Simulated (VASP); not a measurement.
Cu:

```
Cu
1.0
     2.56000    0.00000    0.00000
    -1.28000    2.21703    0.00000
     0.00000    0.00000    4.18048
Cu
2
Direct
  0.33333 0.66667 0.25000
  0.66667 0.33333 0.75000
```

| Item | Value |
| --- | --- |
| Program | VASP 6.6.1 |
| Task | relaxation of cell and atoms |
| Functional | r2SCAN |
| Potentials or basis | VASP PAW PBE potentials, release 64 (Cu) |
| Cutoff | 600 eV |
| k mesh | 9 × 9 × 5 |
| Occupations | fermi-dirac, width 0.05 eV |
| Spin | no spin polarisation |

At the start: pressure -4.8 GPa; volume 11.86 Å³/atom.

Problem. Where does the relaxation end?

Solution. Over 6 steps the energy falls by 6.4 meV/atom and the volume is 11.49 Å³/atom (-3.2 %); space group P6_3/mmc (No. 194, to 0.05 Å).

Step by step:
| step | energy change (eV) | largest force (eV/Å) | pressure (GPa) | volume (Å³) |
| --- | --- | --- | --- | --- |
| 1 | 0.0000 | 0.0000 | -4.77 | 23.73 |
| 2 | -0.0082 | 0.0000 | 3.23 | 22.53 |
| 3 | -0.0124 | 0.0000 | 0.11 | 22.96 |
| 4 | -0.0124 | 0.0000 | 0.16 | 22.95 |
| 5 | -0.0128 | 0.0000 | 0.21 | 22.96 |
| 6 | -0.0128 | 0.0000 | 0.08 | 22.97 |

Final structure:
```xyz
2
Lattice="2.5217 0.0000 0.0000 -1.2608 2.1838 0.0000 0.0000 0.0000 4.1713" Properties=species:S:1:pos:R:3 pbc="T T T"
Cu    0.0000    1.4559    1.0428
Cu    1.2608    0.7279    3.1285
```

Caveat: the PAW data sets were made with another functional, which shifts forces and pressure a little.
